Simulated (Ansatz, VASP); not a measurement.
# One calculation of LiCl, two programs

```xyz
12
Lattice="6.4431 0.0000 0.0000 0.0000 10.6303 0.0000 0.0000 0.0000 3.6592" Properties=species:S:1:pos:R:3 pbc="T T T"
Li    3.7707    6.8361    1.8296
Li    2.6725    3.7942    1.8296
Li    0.0000    5.3151    0.0000
Li    0.5491    9.1093    1.8296
Li    5.8940    1.5210    1.8296
Li    3.2216    0.0000    0.0000
Cl    0.3331    3.6655    1.8296
Cl    6.1100    6.9648    1.8296
Cl    3.2216    5.3151    0.0000
Cl    3.5547    1.6497    1.8296
Cl    2.8884    8.9806    1.8296
Cl    0.0000    0.0000    0.0000
```

Alike in both runs: functional PBE; k mesh 4 × 2 × 6; occupations gaussian, width 0.02 eV; no spin polarisation.

Ansatz relaxed the structure, and its values are those at the end. VASP's run is a single point on that final structure, the one shown.

```csv
,VASP,Ansatz
version,VASP 6.6.1,Ansatz 0.2.0
potentials or method,"VASP PAW PBE potentials, release 64 (Li_sv, Cl), cutoff 520 eV","scalar-relativistic, plane waves, PAW"
valence electrons in the cell,60,60
```

|  | VASP | Ansatz | Ansatz less VASP |
| --- | --- | --- | --- |
| gap on the k mesh at the Fermi level (eV) | 5.48 | 5.48 | -0.008 |
| least direct gap on the mesh (eV) | 5.48 | 5.48 | -0.008 |

With one functional, cell and mesh, what is left measures potentials, basis and numerics.

Noted on VASP's run: the cutoff is under 1.25 times that of the potentials, so the pressure is a little rough.
